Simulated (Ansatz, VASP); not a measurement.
# MgO: VASP beside Ansatz

Contents of INCAR:

```
SYSTEM = MgO
PREC = Accurate
ENCUT = 600
EDIFF = 1E-6
ISMEAR = 0
SIGMA = 0.02
LREAL = .False.
LASPH = .True.
NELM = 120
ALGO = Normal
ISIF = 2
LWAVE = .False.
LCHARG = .False.
GGA = PE
NBANDS = 11
GGA_COMPAT = .False.
```

The input KPOINTS:

```
regular mesh
0
Gamma
  16 16 16
  0 0 0
```

POSCAR

```
MgO
1.0
    0.0000000000      2.1085000000      2.1085000000
    2.1085000000      0.0000000000      2.1085000000
    2.1085000000      2.1085000000      0.0000000000
Mg O
1 1
Direct
    0.0000000000      0.0000000000      0.0000000000
    0.5000000000      0.5000000000      0.5000000000
```

Input for Ansatz:

```yaml
crystal:
  lattice:
    - [0.0, 2.1085, 2.1085]
    - [2.1085, 0.0, 2.1085]
    - [2.1085, 2.1085, 0.0]
  atoms:
    - { symbol: Mg, position: [0.0, 0.0, 0.0] }
    - { symbol: O, position: [0.5, 0.5, 0.5] }
basis:
  ecutwfc: 420
kpoints:
  mp_grid: { grid: [16, 16, 16] }
hamiltonian:
  xc: pbe
scf:
  occupations: { method: gaussian, width: 0.02 }
output:
  forces: true
  stress: true
  eigenvalues: true
```

Alike in both runs: task single point; functional PBE; k mesh 16 × 16 × 16; occupations gaussian, width 0.02 eV; no spin polarisation.

|  | VASP | Ansatz |
| --- | --- | --- |
| version | VASP 6.6.1 | Ansatz 0.2.0 |
| potentials or method | VASP PAW PBE potentials, release 64 (Mg, O), cutoff 600 eV | scalar-relativistic, plane waves, PAW |
| valence electrons in the cell | 8 | 16 |

Ansatz gave:

| Item | Value |
| --- | --- |
| gap on the k mesh at the Fermi level (eV) | 4.71 |
| least direct gap on the mesh (eV) | 4.71 |
| pressure (GPa) | 4.1 |

Task: What did VASP give for the same quantities?

Result: gap on the k mesh at the Fermi level (eV): 4.69; least direct gap on the mesh (eV): 4.69; pressure (GPa): 3.1.

VASP's potentials hold 8 valence electrons a cell and Ansatz's 16, so a difference there can come from the potentials and not from the codes.
